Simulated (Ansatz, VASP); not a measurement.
One calculation of ZnS, two programs

```
CELL_PARAMETERS angstrom
3.81100 0.00000 0.00000
-1.90550 3.30042 0.00000
0.00000 0.00000 6.23400
ATOMIC_POSITIONS crystal
Zn 0.33333 0.66667 0.00000
Zn 0.66667 0.33333 0.50000
S 0.33333 0.66667 0.38500
S 0.66667 0.33333 0.88500
```

Alike in both runs: task single point; functional PBEsol; k mesh 8 × 8 × 5; occupations fermi-dirac, width 0.03 eV; no spin polarisation.

```csv
,VASP,Ansatz
version,VASP 6.6.1,Ansatz 0.2.0
potentials or method,"VASP PAW PBE potentials, release 64 (Zn, S), cutoff 520 eV","all-electron LAPW, scalar-relativistic"
```

```csv
,VASP,Ansatz,Ansatz less VASP
gap on the k mesh at the Fermi level (eV),2.12,2.11,-0.003
pressure (GPa),-1.1,-1.3,-0.18
"traceless stress, the component that is largest in VASP (GPa)",-1.23,-1.21,+0.018
rms of the force components (eV/Å),0.178,0.177,-0.0014
```

VASP's potentials were made for PBE, not for PBEsol. Atom by atom the forces differ by 0.001 eV/Å (rms over components). Ansatz ran all-electron here, and VASP with PAW potentials.
